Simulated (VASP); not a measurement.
# CdSe (P6_3mc) in VASP: a series of runs

Runs on CdSe. Level: PBE. Tasks: single point.

Everything below comes from runs of VASP 6.6.1. Logs are shortened: lines on timing, memory, paths and dates and some standing lists are left out, and cuts for length are marked.

## (1) The cell of the first run

Symmetry: P6_3mc, No. 186, hexagonal system. Conventional cell: a = 4.270 Å, b = 4.270 Å, c = 6.963 Å, α = 90.00°, β = 90.00°, γ = 120.00°. Cd (site symmetry 3m) has 4 Se at 2.61 to 2.62 Å within 3.4 Å. Se (site symmetry 3m) has 4 Cd at 2.61 to 2.62 Å within 3.4 Å.

## (2) Single point, PBE (27.49 Å³/atom)

The input, INCAR:

```
PREC     = Accurate       # precision mode
ENCUT    = 520            # plane-wave cutoff, eV
EDIFF    = 1E-7           # SCF threshold, eV
ISMEAR   = -1             # smearing method
SIGMA    = 0.02           # smearing width, eV
LREAL    = False          # projectors in reciprocal space
LASPH    = True           # aspherical terms in the spheres
NELM     = 60             # most SCF steps
ALGO     = Normal         # electronic algorithm
ISIF     = 2              # what is computed and relaxed
LWAVE    = False          # write WAVECAR
LCHARG   = True           # write CHGCAR
GGA      = PE             # functional
LELF     = True           # ELF
LVHAR    = True         
NBANDS   = 26             # bands
```

The input, KPOINTS:

```
regular mesh
0
Gamma
  12 12 6
```

The input, POSCAR:

```
CdSe
1.0
    4.2701467817      0.0000000000      0.0000000000
   -2.1350733908      3.6980555908      0.0000000000
    0.0000000000      0.0000000000      6.9629516025
Cd Se
2 2
Direct
    0.3333333333      0.6666666667      0.0004794864
    0.6666666667      0.3333333333      0.5004794864
    0.3333333333      0.6666666667      0.3763105136
    0.6666666667      0.3333333333      0.8763105136
```

Potentials or basis: VASP PAW PBE potentials, release 64 (Cd, Se).

Command:

```console
cat potpaw_PBE.64/Cd/POTCAR potpaw_PBE.64/Se/POTCAR > POTCAR
mpirun -np 1 vasp_std > vasp.out
```

OUTCAR:

```text
PREC = Accurate
   ENCUT = 520
   EDIFF = 1E-7
   ISMEAR = -1
   LREAL = False
   LASPH = True
   NELM = 60
   ISIF = 2
   GGA = PE

 ion  position               nearest neighbor table
   1  0.333  0.667  0.000-   4 2.61   4 2.61   4 2.61   3 2.62
   2  0.667  0.333  0.500-   3 2.61   3 2.61   3 2.61   4 2.62
   3  0.333  0.667  0.376-   2 2.61   2 2.61   2 2.61   1 2.62
   4  0.667  0.333  0.876-   1 2.61   1 2.61   1 2.61   2 2.62

  LATTYP: Found a hexagonal cell.
 ALAT       =     4.2701467817
 C/A-ratio  =     1.6306117701

  Lattice vectors:

 A1 = (   4.2701467817,   0.0000000000,   0.0000000000)
 A2 = (  -2.1350733908,   3.6980555908,   0.0000000000)
 A3 = (   0.0000000000,   0.0000000000,   6.9629516025)

Analysis of symmetry for initial positions (statically):
=====================================================================
 Subroutine PRICEL returns:
 Original cell was already a primitive cell.

 Routine SETGRP: Setting up the symmetry group for a
 hexagonal supercell.

 Subroutine GETGRP returns: Found 12 space group operations
 (whereof  6 operations were pure point group operations)
 out of a pool of 24 trial point group operations.

The static configuration has the point symmetry C_3v.
 The point group associated with its full space group is C_6v.

Analysis of symmetry for dynamics (positions and initial velocities):
=====================================================================
 Subroutine PRICEL returns:
 Original cell was already a primitive cell.

 Routine SETGRP: Setting up the symmetry group for a
 hexagonal supercell.

 Subroutine GETGRP returns: Found 12 space group operations
 (whereof  6 operations were pure point group operations)
 out of a pool of 24 trial point group operations.

The dynamic configuration has the point symmetry C_3v.
 The point group associated with its full space group is C_6v.

 Subroutine INISYM returns: Found 12 space group operations
 (whereof  6 operations are pure point group operations),
 and found     1 'primitive' translations

----------------------------------------------------------------------------------------

                                     Primitive cell

  volume of cell :     109.9536

  direct lattice vectors                    reciprocal lattice vectors
[... 89 lines left out ...]
   ENCUT  =  520.0 eV  38.22 Ry    6.18 a.u.   7.94  7.94 12.95*2*pi/ulx,y,z
   NELM   =     60;   NELMIN=  2; NELMDL= -5     # of ELM steps
   EDIFF  = 0.1E-06   stopping-criterion for ELM
   LREAL  =      F    real-space projection
   EDIFFG = 0.1E-05   stopping-criterion for IOM
   NSW    =      0    number of steps for IOM
   IBRION =     -1    ionic relax: 0-MD 1-quasi-New 2-CG
   NFREE  =      0    steps in history (QN), initial steepest desc. (CG)
   ISIF   =      2    stress and relaxation
   ISYM   =      2    0-nonsym 1-usesym 2-fastsym
   POTIM  = 0.5000    time-step for ionic-motion
   TEBEG  =    0.0;   TEEND  =   0.0 temperature during run
   PSTRESS=    0.0 pullay stress
   NELECT =      36.0000    total number of electrons
   NUPDOWN=      -1.0000    fix difference up-down
   EMIN   =  10.00;   EMAX   =-10.00  energy-range for DOS
   EFERMI =   0.00;   METHOD = LEGACY
   ISMEAR =    -1;   SIGMA  =   0.02  broadening in eV -4-tet -1-fermi 0-gaus
   EFERMI_NEDOS =   21; number of points for ismear=-14 and -15
   IALGO  =     38    algorithm
   IMIX   =      4    mixing-type and parameters
     AMIX     =   0.40;   BMIX     =  1.00
     AMIX_MAG =   1.60;   BMIX_MAG =  1.00
  volume/ion in A,a.u.               =      27.49       185.50
  Fermi-wavevector in a.u.,A,eV,Ry     =   1.128338  2.132249 17.322205  1.273146
  Thomas-Fermi vector in A             =   2.265027
   LORBIT       =      0    0 simple, 1 ext, 2 COOP (PROOUT), +10 PAW based schemes
   GGA     = PE    functional components
   LHFCALC =     F    Hartree Fock is set to
   AEXX    =    0.0000 exact exchange contribution
   IVDW    =     0    specifies the selected vdW correction
   LEPSILON=     F    determine dielectric tensor
   LRPA    =     F    only Hartree local field effects (RPA)
 non-spin polarized calculation
  energy-cutoff  :      520.00
  volume of cell :      109.95
 maximum number of plane-waves:      2992
 NGX is ok and might be reduce to    32
   NGX = 15   NGY = 15   NGZ = 25

 number of electron      35.9999999 magnetization

 Free energy of the ion-electron system (eV)
  ---------------------------------------------------
  ext. energy  EPLUGINS =         0.00000000
  ---------------------------------------------------
  free energy    TOTEN  =       -10.86658957 eV

  energy without entropy =      -10.86658957  energy(sigma->0) =      -10.86658957

 E-fermi :   1.4882     XC(G=0):  -8.9852

 val. band max:        1.1309948369   @ k =   0.0000   0.0000   0.0000
 cond. band min:       1.8499519030   @ k =   0.0000   0.0000   0.0000
 fundamental gap:      0.7189570661
 Fermi energy:         1.4882493983

 k-point     1 :       0.0000    0.0000    0.0000
  band No.  band energies     occupation
      1     -11.6022      2.00000
      2     -11.2032      2.00000
      3      -6.8762      2.00000
      4      -6.8691      2.00000
      5      -6.8691      2.00000
      6      -6.7966      2.00000
[... 685 lines left out ...]
     25       8.8577      0.00000
     26       9.6412      0.00000

 [... further k-points ...]

------------------------ aborting loop because EDIFF is reached ----------------------------------------

  FORCE on cell =-STRESS in cart. coord.  units (eV):
  Direction    XX          YY          ZZ          XY          YZ          ZX
  --------------------------------------------------------------------------------------
  -------------------------------------------------------------------------------------
  Total        3.1410715      3.1410715      3.2120405      0.0000000      0.0000000      0.0000000
  in kB       45.7697764     45.7697764     46.8038930      0.0000000      0.0000000      0.0000000
  external PRESSURE =      46.1144819 kB  Pullay stress =       0.0000000 kB

 VOLUME and BASIS-vectors are now :
 -----------------------------------------------------------------------------
  energy-cutoff  :      520.00
  volume of cell :      109.95
      direct lattice vectors                 reciprocal lattice vectors
     4.270146782  0.000000000  0.000000000     0.234183987  0.135206188  0.000000000
    -2.135073391  3.698055591  0.000000000     0.000000000  0.270412376  0.000000000
     0.000000000  0.000000000  6.962951602     0.000000000  0.000000000  0.143617256

 POSITION                                       TOTAL-FORCE (eV/Angst)
 -----------------------------------------------------------------------------------
     -0.00000      2.46537      0.00334         0.000000     -0.000000      0.002975
      2.13507      1.23269      3.48481         0.000000      0.000000      0.002975
     -0.00000      2.46537      2.62023        -0.000000     -0.000000     -0.002975
      2.13507      1.23269      6.10171        -0.000000     -0.000000     -0.002975
 -----------------------------------------------------------------------------------
    total drift:                               -0.000000     -0.000000      0.000218

  FREE ENERGIE OF THE ION-ELECTRON SYSTEM (eV)
  ---------------------------------------------------
  free  energy   TOTEN  =       -10.8665895740 eV

  energy  without entropy=      -10.8665895739  energy(sigma->0) =      -10.86658957
```

Run time: 2.2 min. Hardware: 1 thread of Intel Xeon Platinum 8488C (Sapphire Rapids), shared host; peak memory 0.34 GiB.

Results:

* Free energy: -10.8666 eV
* Pressure: 4.6 GPa
* Band gap on the k mesh: 0.72 eV

Forces in eV/Å, atoms in the order of the input:
```
Cd   0.000  0.000  0.003
Cd   0.000  0.000  0.003
Se   0.000  0.000 -0.003
Se   0.000  0.000 -0.003
```

Caveat: the cell stands under pressure; semilocal functionals underestimate gaps, and a narrow one can read as zero.

(Part 1 of 2 ends here.)
